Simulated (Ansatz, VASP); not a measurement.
GaN: VASP beside Ansatz

INCAR

```
  PREC = Accurate
  ENCUT = 520
  EDIFF = 1E-8
  ISMEAR = -1
  SIGMA = 0.02
  LREAL = False
  LASPH = True
  NELM = 120
  ALGO = Normal
  ISIF = 2
  LWAVE = False
  LCHARG = False
  GGA = PE
  LEFG = True
  NBANDS = 16
  GGA_COMPAT = False
```

KPOINTS

```
regular mesh
0
Gamma
  13 13 13
```

File POSCAR:

```
GaN
1.0
    0.0000000000      2.0056957488      2.0056957488
    2.0056957488      0.0000000000      2.0056957488
    2.0056957488      2.0056957488      0.0000000000
Ga N
1 1
Direct
    0.5000000000      0.5000000000      0.5000000000
    0.0000000000      0.0000000000      0.0000000000
```

Input for Ansatz:

```yaml
crystal:
  lattice:
    - [0.0, 2.0056957488, 2.0056957488]
    - [2.0056957488, 0.0, 2.0056957488]
    - [2.0056957488, 2.0056957488, 0.0]
  atoms:
    - { symbol: Ga, position: [0.5, 0.5, 0.5] }
    - { symbol: "N", position: [0.0, 0.0, 0.0] }
kpoints:
  mp_grid: { grid: [13, 13, 13] }
scf:
  occupations: { method: fermi_dirac, width: 0.02 }
hamiltonian:
  xc: pbe
  pseudopotentials: { kind: all_electron, datasets: crystal }
output:
  forces: true
  stress: true
  eigenvalues: true
  efg: { contact_densities: true }
```

Change from the starting cell: volume scaled by 1.02, crystal datasets.

Alike in both runs: task electric field gradients; functional PBE; k mesh 13 × 13 × 13; occupations fermi-dirac, width 0.02 eV; no spin polarisation.

|  | VASP | Ansatz |
| --- | --- | --- |
| version | VASP 6.6.1 | Ansatz 0.2.0 |
| potentials or method | VASP PAW PBE potentials, release 64 (Ga_d, N), cutoff 520 eV | all-electron PAW with datasets made for the crystal, scalar-relativistic |

```tsv
	VASP	Ansatz	Ansatz less VASP
gap on the k mesh at the Fermi level (eV)	1.77	1.79	+0.018
pressure (GPa)	60.9	59.7	-1.16
```

Both programs put the cell under a high pressure, so it lies far from rest at this level. Ansatz ran all-electron here, and VASP with PAW potentials.

Noted on VASP's run: the cell as given lies far from equilibrium.
